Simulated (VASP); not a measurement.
Write the native input for VASP 6.6.1 that does the following.

| Item | Value |
| --- | --- |
| Task | single point |
| Functional | PBE |
| Potentials or basis | VASP PAW PBE potentials, release 64 (P, Ga_d, Mg) |
| Cutoff | 520 eV |
| k mesh | 7 × 7 × 7 |
| Occupations | gaussian, width 0.1358 eV |
| Spin | no spin polarisation |
| Dipole correction | no |
| Further INCAR settings | ALGO = Normal; EDIFF = 1e-07; NBANDS = 35 |

The structure of MgGaP2 lies in POSCAR:

```
MgGaP2
1.0
    0.0000000000      5.8508630000      0.0000000000
    5.8508630000      0.0000000000      0.0000000000
    2.9254310000      2.9254310000     -5.1562030000
P Ga Mg
4 2 2
Direct
    0.6679000000      0.1250000000      0.2500000000
    0.8750000000      0.9179000000      0.7500000000
    0.0821000000      0.6250000000      0.2500000000
    0.3750000000      0.3321000000      0.7500000000
    0.0000000000      0.0000000000      0.0000000000
    0.7500000000      0.2500000000      0.5000000000
    0.2500000000      0.7500000000      0.5000000000
    0.5000000000      0.5000000000      0.0000000000
```

One way to write it, as run:

INCAR

```
SYSTEM = MgGaP2
ALGO = Normal ; EDIFF = 1E-7
ENCUT = 520 ; GGA = PE
ISIF = 2 ; ISMEAR = 0
LASPH = .True. ; LCHARG = .True.
LELF = .True. ; LREAL = .False.
LVHAR = .True. ; LWAVE = .False.
NBANDS = 35 ; NELM = 80
PREC = Accurate ; SIGMA = 0.1358
```

KPOINTS

```
k-points
0
Gamma
  7 7 7
  0 0 0
```

Potentials or basis: VASP PAW PBE potentials, release 64 (P, Ga_d, Mg).

Launch:

```console
$ cat potpaw_PBE.64/P/POTCAR potpaw_PBE.64/Ga_d/POTCAR potpaw_PBE.64/Mg/POTCAR > POTCAR
$ mpirun -np 1 vasp_std > vasp.out
```

Results of the run:

```json
{
  "Pressure": "2.9 GPa",
  "Largest force": "1.003 eV/Å",
  "Band gap on the k mesh": "zero (band 25 reaches 3.38 eV, above the bottom of band 26 at 2.58 eV)"
}
```

Caveat: forces of over 1 eV/Å act on the atoms, so gaps and moduli don't describe the material at rest.

Wall time 2.1 min on 1 thread of Intel(R) Xeon(R) 6975P-C (Granite Rapids), on a shared host, peak memory 0.46 GiB.
